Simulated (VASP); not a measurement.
# Fe (Im-3m) in VASP: a series of runs

Fe is run at these levels: LDA; tasks: single point, relaxation of cell and atoms.

Everything below comes from runs of VASP 6.6.1. Logs are shortened: lines on timing, memory, paths and dates and some standing lists are left out, and cuts for length are marked.

### Step 1. The cell of the first run

Symmetry: Im-3m, No. 229, cubic system. Conventional cell: a = 2.748 Å, b = 2.748 Å, c = 2.748 Å, α = 90.00°, β = 90.00°, γ = 90.00°. Within 3.1 Å of Fe (site symmetry m-3m) lie 14 Fe at 2.38 to 2.75 Å.

### Step 2. Single point, LDA, collinear spin, ferromagnetic start

The input, INCAR:

```
SYSTEM = Fe
PREC = Accurate ; ENCUT = 520
EDIFF = 1E-6 ; ISMEAR = 0
SIGMA = 0.02 ; LREAL = .FALSE.
LASPH = .TRUE. ; NELM = 150
ALGO = Normal ; ISIF = 2
LWAVE = .FALSE. ; LCHARG = .FALSE.
ISPIN = 2 ; MAGMOM = 3.5
LORBIT = 11 ; LMAXMIX = 4
NBANDS = 14
```

The input, KPOINTS:

```
Automatic mesh
0
G
  10 10 10
  0 0 0
```

The input, POSCAR:

```
Fe
1.0
   -1.3738735856      1.3738735856      1.3738735856
    1.3738735856     -1.3738735856      1.3738735856
    1.3738735856      1.3738735856     -1.3738735856
Fe
1
Direct
    0.0000000000      0.0000000000      0.0000000000
```

Potentials or basis: VASP PAW LDA potentials, release 64 (Fe).

The run is started by

```sh
$ cat potpaw_LDA.64/Fe/POTCAR > POTCAR
$ mpirun -np 1 vasp_std > vasp.out
```

OUTCAR:

```text
SYSTEM = Fe
   PREC = Accurate
   ENCUT = 520
   EDIFF = 1E-6
   ISMEAR = 0
   LREAL = .FALSE.
   LASPH = .TRUE.
   NELM = 150
   ISIF = 2
   ISPIN = 2
   LORBIT = 11

 ion  position               nearest neighbor table
   1  0.000  0.000  0.000-

  LATTYP: Found a body centered cubic cell.
 ALAT       =     2.7477471712

  Lattice vectors:

 A1 = (  -1.3738735856,   1.3738735856,   1.3738735856)
 A2 = (   1.3738735856,  -1.3738735856,   1.3738735856)
 A3 = (   1.3738735856,   1.3738735856,  -1.3738735856)

Analysis of symmetry for initial positions (statically):
=====================================================================
 Subroutine PRICEL returns:
 Original cell was already a primitive cell.

 Routine SETGRP: Setting up the symmetry group for a
 body centered cubic supercell.

 Subroutine GETGRP returns: Found 48 space group operations
 (whereof 48 operations were pure point group operations)
 out of a pool of 48 trial point group operations.

The static configuration has the point symmetry O_h .

Analysis of symmetry for dynamics (positions and initial velocities):
=====================================================================
 Subroutine PRICEL returns:
 Original cell was already a primitive cell.

 Routine SETGRP: Setting up the symmetry group for a
 body centered cubic supercell.

 Subroutine GETGRP returns: Found 48 space group operations
 (whereof 48 operations were pure point group operations)
 out of a pool of 48 trial point group operations.

The dynamic configuration has the point symmetry O_h .

Analysis of structural, dynamic, and magnetic symmetry:
=====================================================================
 Subroutine PRICEL returns:
 Original cell was already a primitive cell.

 Routine SETGRP: Setting up the symmetry group for a
 body centered cubic supercell.

 Subroutine GETGRP returns: Found 48 space group operations
 (whereof 48 operations were pure point group operations)
 out of a pool of 48 trial point group operations.

The overall configuration has the point symmetry O_h .

 Subroutine INISYM returns: Found 48 space group operations
 (whereof 48 operations are pure point group operations),
 and found     1 'primitive' translations

----------------------------------------------------------------------------------------

                                     Primitive cell

  volume of cell :      10.3729

  direct lattice vectors                    reciprocal lattice vectors
    -1.373873586  1.373873586  1.373873586     0.000000000  0.363934503  0.363934503
     1.373873586 -1.373873586  1.373873586     0.363934503  0.000000000  0.363934503
     1.373873586  1.373873586 -1.373873586     0.363934503  0.363934503  0.000000000

  length of vectors
     2.379618853  2.379618853  2.379618853     0.514681109  0.514681109  0.514681109

  position of ions in fractional coordinates (direct lattice)
     0.000000000  0.000000000  0.000000000

  ion indices of the primitive-cell ions
   primitive index   ion index
                 1           1

----------------------------------------------------------------------------------------

 KPOINTS: Automatic mesh

Automatic generation of k-mesh.
 Grid dimensions read from file:
 generate k-points for:   10   10   10

 Generating k-lattice:

  Cartesian coordinates                     Fractional coordinates (reciprocal lattice)
     0.000000000  0.036393450  0.036393450     0.100000000  0.000000000  0.000000000
     0.036393450  0.000000000  0.036393450     0.000000000  0.100000000  0.000000000
     0.036393450  0.036393450  0.000000000     0.000000000  0.000000000  0.100000000

  Length of vectors
     0.051468111  0.051468111  0.051468111

  Shift w.r.t. Gamma in fractional coordinates (k-lattice)
     0.000000000  0.000000000  0.000000000

 Subroutine IBZKPT returns following result:
 ===========================================

 Found     47 irreducible k-points:

 Following reciprocal coordinates:
            Coordinates               Weight
  0.000000  0.000000  0.000000      1.000000
  0.100000  0.000000  0.000000     12.000000
  0.200000  0.000000  0.000000     12.000000
  0.300000  0.000000  0.000000     12.000000
  0.400000  0.000000  0.000000     12.000000
  0.500000  0.000000  0.000000      6.000000
[... 16 lines left out ...]
  0.300000  0.300000  0.100000      8.000000
 -0.300000  0.300000  0.100000     24.000000
 [... further k-points ...]
   k-points           NKPTS =     47   k-points in BZ     NKDIM =     47   number of bands    NBANDS=     14
   number of dos      NEDOS =    301   number of ions     NIONS =      1
   total plane-waves  NPLWV =   5832
   dimension x,y,z NGX =    18 NGY =   18 NGZ =   18
   dimension x,y,z NGXF=    36 NGYF=   36 NGZF=   36
   ions per type =               1
   NGX,Y,Z   is equivalent  to a cutoff of  12.58, 12.58, 12.58 a.u.
   NGXF,Y,Z  is equivalent  to a cutoff of  25.15, 25.15, 25.15 a.u.
 SYSTEM =  Fe
   PREC   = accura    normal or accurate (medium, high low for compatibility)
   ISTART =      0    job   : 0-new  1-cont  2-samecut
   ICHARG =      2    charge: 1-file 2-atom 10-const
   ISPIN  =      2    spin polarized calculation?
   LNONCOLLINEAR =      F non collinear calculations
   LSORBIT =      F    spin-orbit coupling
   LASPH  =      T    aspherical Exc in radial PAW
   ENCUT  =  520.0 eV  38.22 Ry    6.18 a.u.   4.42  4.42  4.42*2*pi/ulx,y,z
   NELM   =    150;   NELMIN=  2; NELMDL= -5     # of ELM steps
   EDIFF  = 0.1E-05   stopping-criterion for ELM
   LREAL  =      F    real-space projection
   EDIFFG = 0.1E-04   stopping-criterion for IOM
   NSW    =      0    number of steps for IOM
   IBRION =     -1    ionic relax: 0-MD 1-quasi-New 2-CG
   NFREE  =      0    steps in history (QN), initial steepest desc. (CG)
   ISIF   =      2    stress and relaxation
   ISYM   =      2    0-nonsym 1-usesym 2-fastsym
   POTIM  = 0.5000    time-step for ionic-motion
   TEBEG  =    0.0;   TEEND  =   0.0 temperature during run
   PSTRESS=    0.0 pullay stress
   NELECT =       8.0000    total number of electrons
   NUPDOWN=      -1.0000    fix difference up-down
   EMIN   =  10.00;   EMAX   =-10.00  energy-range for DOS
   EFERMI =   0.00;   METHOD = LEGACY
   ISMEAR =     0;   SIGMA  =   0.02  broadening in eV -4-tet -1-fermi 0-gaus
   EFERMI_NEDOS =   21; number of points for ismear=-14 and -15
   IALGO  =     38    algorithm
   IMIX   =      4    mixing-type and parameters
     AMIX     =   0.40;   BMIX     =  1.00
     AMIX_MAG =   1.60;   BMIX_MAG =  1.00
  volume/ion in A,a.u.               =      10.37        70.00
  Fermi-wavevector in a.u.,A,eV,Ry     =   1.501313  2.837071 30.666746  2.253942
  Thomas-Fermi vector in A             =   2.612700
   LORBIT       =     11    0 simple, 1 ext, 2 COOP (PROOUT), +10 PAW based schemes
   GGA     = CA    functional components
   LHFCALC =     F    Hartree Fock is set to
   AEXX    =    0.0000 exact exchange contribution
   IVDW    =     0    specifies the selected vdW correction
   LEPSILON=     F    determine dielectric tensor
   LRPA    =     F    only Hartree local field effects (RPA)
 spin polarized calculation
 Gauss-broadening in eV      SIGMA  =   0.02
  energy-cutoff  :      520.00
  volume of cell :       10.37
 maximum number of plane-waves:       321
 NGX is ok and might be reduce to    18
   NGX =  9   NGY =  9   NGZ =  9

 number of electron       7.9999992 magnetization       1.9379419

 Free energy of the ion-electron system (eV)
  ---------------------------------------------------
  ext. energy  EPLUGINS =         0.00000000
  ---------------------------------------------------
  free energy    TOTEN  =        -9.22870127 eV

  energy without entropy =       -9.22838270  energy(sigma->0) =       -9.22854199

 E-fermi :   6.7712     XC(G=0): -13.9388

 val. band max:        6.7633965790   @ k =  -0.2000   0.3000   0.1000
 cond. band min:       6.7720712016   @ k =  -0.4000   0.4000   0.4000
 fundamental gap:      0.0086746226
 Fermi energy:         6.7711887651

 spin component 1

 k-point     1 :       0.0000    0.0000    0.0000
  band No.  band energies     occupation
      1      -2.3688      1.00000
      2       4.2352      1.00000
      3       4.2352      1.00000
      4       4.2352      1.00000
      5       5.7889      1.00000
      6       5.7889      1.00000
      7      32.4497      0.00000
      8      32.4497      0.00000
      9      32.4497      0.00000
     10      38.2127      0.00000
     11      38.2127      0.00000
     12      40.9083      0.00000
     13      40.9083      0.00000
     14      40.9083      0.00000
[... 375 lines left out ...]
 k-point    24 :      -0.3000    0.3000    0.1000
  band No.  band energies     occupation
      1       1.0060      1.00000
      2       3.6482      1.00000
      3       3.9654      1.00000
      4       5.3332      1.00000
      5       6.0926      1.00000
      6       6.3932      1.00000
      7      21.4298      0.00000
      8      27.2168      0.00000
      9      28.0248      0.00000
     10      34.5733      0.00000
     11      35.1994      0.00000
     12      38.2129      0.00000
     13      47.6530      0.00000
     14      47.7699      0.00000

 [... further k-points ...]

 spin component 2

 k-point     1 :       0.0000    0.0000    0.0000
  band No.  band energies     occupation
      1      -2.0014      1.00000
      2       5.8050      1.00000
      3       5.8050      1.00000
      4       5.8050      1.00000
      5       7.8804      0.00000
      6       7.8804      0.00000
      7      32.6177      0.00000
      8      32.6177      0.00000
      9      32.6177      0.00000
     10      38.6826      0.00000
     11      38.6826      0.00000
     12      41.6787      0.00000
     13      41.6787      0.00000
     14      41.6787      0.00000
[... 375 lines left out ...]
 k-point    24 :      -0.3000    0.3000    0.1000
  band No.  band energies     occupation
      1       1.6017      1.00000
      2       5.1265      1.00000
      3       5.3866      1.00000
      4       7.1425      0.00000
      5       7.7944      0.00000
      6       8.4202      0.00000
      7      22.2636      0.00000
      8      27.6759      0.00000
      9      28.7163      0.00000
     10      35.1148      0.00000
     11      35.8025      0.00000
     12      38.7585      0.00000
     13      48.1181      0.00000
     14      48.2873      0.00000

 [... further k-points ...]

------------------------ aborting loop because EDIFF is reached ----------------------------------------

  FORCE on cell =-STRESS in cart. coord.  units (eV):
  Direction    XX          YY          ZZ          XY          YZ          ZX
  --------------------------------------------------------------------------------------
  -------------------------------------------------------------------------------------
  Total       -0.0359043     -0.0359043     -0.0359043     -0.0000000     -0.0000000      0.0000000
  in kB       -5.5456970     -5.5456970     -5.5456970     -0.0000000     -0.0000000      0.0000000
  external PRESSURE =      -5.5456970 kB  Pullay stress =       0.0000000 kB

 VOLUME and BASIS-vectors are now :
 -----------------------------------------------------------------------------
  energy-cutoff  :      520.00
  volume of cell :       10.37
      direct lattice vectors                 reciprocal lattice vectors
    -1.373873586  1.373873586  1.373873586     0.000000000  0.363934503  0.363934503
     1.373873586 -1.373873586  1.373873586     0.363934503  0.000000000  0.363934503
     1.373873586  1.373873586 -1.373873586     0.363934503  0.363934503  0.000000000

 POSITION                                       TOTAL-FORCE (eV/Angst)
 -----------------------------------------------------------------------------------
      0.00000      0.00000      0.00000         0.000000      0.000000     -0.000000
 -----------------------------------------------------------------------------------
    total drift:                                0.000000      0.000000      0.000000

  FREE ENERGIE OF THE ION-ELECTRON SYSTEM (eV)
  ---------------------------------------------------
  free  energy   TOTEN  =        -9.2287012722 eV

  energy  without entropy=       -9.2283827013  energy(sigma->0) =       -9.22854199

 total charge

# of ion       s       p       d       tot
------------------------------------------
    1        0.528   0.621   6.334   7.482

 magnetization (x)

# of ion       s       p       d       tot
------------------------------------------
    1       -0.009  -0.037   1.951   1.906
```

Wall time 12 s (1 thread of Intel Xeon Platinum 8488C (Sapphire Rapids), shared host); peak memory 0.12 GiB.

What came out:

```
Free energy                                           : -9.2287 eV
Pressure                                              : -0.6 GPa
Net moment                                            : 1.94 μB per cell
Site moments                                          : Fe +1.91 μB
Valence electrons inside the program's atomic spheres : Fe 7.48
```

Levels at points of the mesh, in eV from the Fermi level:
Spin up:
```csv
k point,band 2,band 3,band 4,band 5,band 6,band 7,band 8,band 9
"(0.00, 0.00, 0.00)",-2.54,-2.54,-2.54,-0.98,-0.98,25.68,25.68,25.68
"(0.50, 0.00, 0.00)",-3.81,-0.94,-0.75,0.33,0.60,8.15,18.94,21.45
"(0.50, 0.50, 0.50)",-5.42,0.28,0.28,0.28,10.39,10.39,10.39,16.58
```
Spin down:
| k point | band 1 | band 2 | band 3 | band 4 | band 5 | band 6 | band 7 |
| --- | --- | --- | --- | --- | --- | --- | --- |
| (0.00, 0.00, 0.00) | -8.77 | -0.97 | -0.97 | -0.97 | 1.11 | 1.11 | 25.85 |
| (0.50, 0.00, 0.00) | -4.41 | -2.39 | 0.70 | 1.02 | 1.40 | 2.42 | 9.36 |
| (0.50, 0.50, 0.50) | -3.99 | -3.99 | 2.08 | 2.08 | 2.08 | 10.83 | 10.83 |

[end of part 1 of 2]
